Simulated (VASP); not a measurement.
Input of a VASP 6.6.1 run:

The input INCAR:

```
SYSTEM = TiN
PREC = Accurate
ENCUT = 520
EDIFF = 1E-7
ISMEAR = -1
SIGMA = 0.1
LREAL = .False.
LASPH = .True.
NELM = 100
ALGO = Normal
ISIF = 2
LWAVE = .False.
LCHARG = .True.
GGA = PE
LELF = .True.
LVHAR = .True.
NBANDS = 16
```

Contents of KPOINTS:

```
Automatic mesh
0
Gamma
  12 12 12
  0 0 0
```

File POSCAR:

```
TiN
1.0
    0.0000000000      2.1468847767      2.1468847767
    2.1468847767      0.0000000000      2.1468847767
    2.1468847767      2.1468847767      0.0000000000
Ti N
1 1
Direct
    0.0000000000      0.0000000000      0.0000000000
    0.5000000000      0.5000000000      0.5000000000
```

Potentials or basis: VASP PAW PBE potentials, release 64 (Ti_sv, N).

Command:

```sh
$ cat potpaw_PBE.64/Ti_sv/POTCAR potpaw_PBE.64/N/POTCAR > POTCAR
$ mpirun -np 1 vasp_std > vasp.out
```

Q: What does it give for the pressure?

A: -7.9 GPa.
